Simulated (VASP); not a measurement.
Write the native input for VASP 6.6.1 that does the following.

- Task: single point
- Functional: PBE
- Potentials or basis: VASP PAW PBE potentials, release 64 (Pt, I)
- Cutoff: 520 eV
- k mesh: 12 × 12 × 4
- Occupations: gaussian, width 0.1 eV
- Spin: no spin polarisation
- Dipole correction: no
- Further INCAR settings: ALGO = Normal; EDIFF = 1e-06; NBANDS = 30

The structure of Pt3I2 lies in POSCAR:

```
Pt3I2
1.0
    3.7774282687      0.0000000000      0.0000000000
   -1.8887141344      3.2713488416      0.0000000000
    0.0000000000      0.0000000000      8.9135734595
Pt I
3 2
Direct
    0.0000000000      0.0000000000      0.0000000000
    0.3333333333      0.6666666667      0.5884394898
    0.6666666667      0.3333333333      0.4115605102
    0.3333333333      0.6666666667      0.2003815420
    0.6666666667      0.3333333333      0.7996184580
```

One way to write it, as run:

INCAR

```
SYSTEM = Pt3I2
ALGO     = Normal         ! electronic algorithm
EDIFF    = 1E-6           ! SCF threshold, eV
ENCUT    = 520            ! plane-wave cutoff, eV
GGA      = PE             ! functional
ISIF     = 2              ! what is computed and relaxed
ISMEAR   = 0              ! smearing method
LASPH    = .True.         ! aspherical terms in the spheres
LCHARG   = .False.        ! write CHGCAR
LREAL    = .False.        ! projectors in reciprocal space
LWAVE    = .False.        ! write WAVECAR
NBANDS   = 30             ! bands
NELM     = 80             ! most SCF steps
PREC     = Accurate       ! precision mode
SIGMA    = 0.1            ! smearing width, eV
```

KPOINTS

```
k-points
0
Gamma
  12 12 4
  0 0 0
```

Potentials or basis: VASP PAW PBE potentials, release 64 (Pt, I).

The run is started by

```console
$ cat potpaw_PBE.64/Pt/POTCAR potpaw_PBE.64/I/POTCAR > POTCAR
$ mpirun -np 1 vasp_std > vasp.out
```

It gave:

```yaml
Pressure: -0.2 GPa
Band_gap_on_the_k_mesh: zero (band 22 reaches 8.71 eV, above the bottom of band 23 at 8.01 eV)
```

Caveat: spin-orbit coupling is left out, which moves the levels of the heavy elements.

It took 89 s on 1 thread of Intel(R) Xeon(R) 6975P-C (Granite Rapids) (shared host), peak memory 0.34 GiB.
